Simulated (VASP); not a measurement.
# Ba: single point with LDA

Ba:

```xyz
1
Lattice="1.9550 -3.6500 0.0365 1.9550 3.6500 -0.0365 0.0000 -0.0570 5.7000" Properties=species:S:1:pos:R:3 pbc="T T T"
Ba    0.0000    0.0000    0.0000
```

This cell differs from its parent crystal: strain -0.0200 x Voigt [0, 0, 0, 1, 0, 0].

```yaml
Program: VASP 6.6.1
Task: single point
Functional: LDA
Potentials_or_basis: VASP PAW LDA potentials, release 64 (Ba_sv)
Cutoff: 520 eV
k_mesh: 14 × 14 × 8
Occupations: gaussian, width 0.15 eV
Spin: no spin polarisation
Dipole_correction: no
Further_INCAR_settings: ALGO = Fast; EDIFF = 1e-06; NBANDS = 11
```

```
Pressure               : -0.3 GPa
Band gap on the k mesh : zero (bands 5 and 6 overlap by 1.08 eV)
```

Stress tensor (GPa, compression positive):
```
 1.39  0.00  0.00
 0.00 -0.07 -0.03
 0.00 -0.03 -2.30
```

Levels at points of the mesh, in eV from the Fermi level:
```csv
k point,band 1,band 2,band 3,band 4,band 5,band 6,band 7,band 8,band 9,band 10
"(0.00, 0.00, 0.00)",-29.07,-14.34,-13.86,-13.77,-2.37,-0.05,1.44,2.41,3.11,3.93
"(0.50, 0.00, 0.00)",-28.97,-14.69,-14.19,-14.04,-0.77,0.57,1.36,1.81,3.16,5.46
"(0.50, 0.50, 0.00)",-29.00,-14.58,-14.23,-13.90,-0.76,0.57,1.09,1.45,3.64,5.50
"(0.00, 0.00, 0.50)",-29.07,-14.36,-13.86,-13.77,-1.79,-0.11,1.47,2.04,2.44,3.73
"(0.50, 0.00, 0.50)",-28.97,-14.69,-14.21,-14.04,-0.62,-0.18,2.85,2.93,3.07,3.14
"(0.50, 0.50, 0.50)",-29.00,-14.58,-14.25,-13.90,-0.60,-0.24,2.55,2.70,2.93,3.39
```

It took 3.9 min on 1 thread of Intel(R) Xeon(R) Platinum 8488C (Sapphire Rapids), on a shared host, peak memory 0.46 GiB.

Caveat: the cell differs from its parent crystal (strain -0.0200 x Voigt [0, 0, 0, 1, 0, 0]); spin-orbit coupling is left out, which moves the levels of the heavy elements.
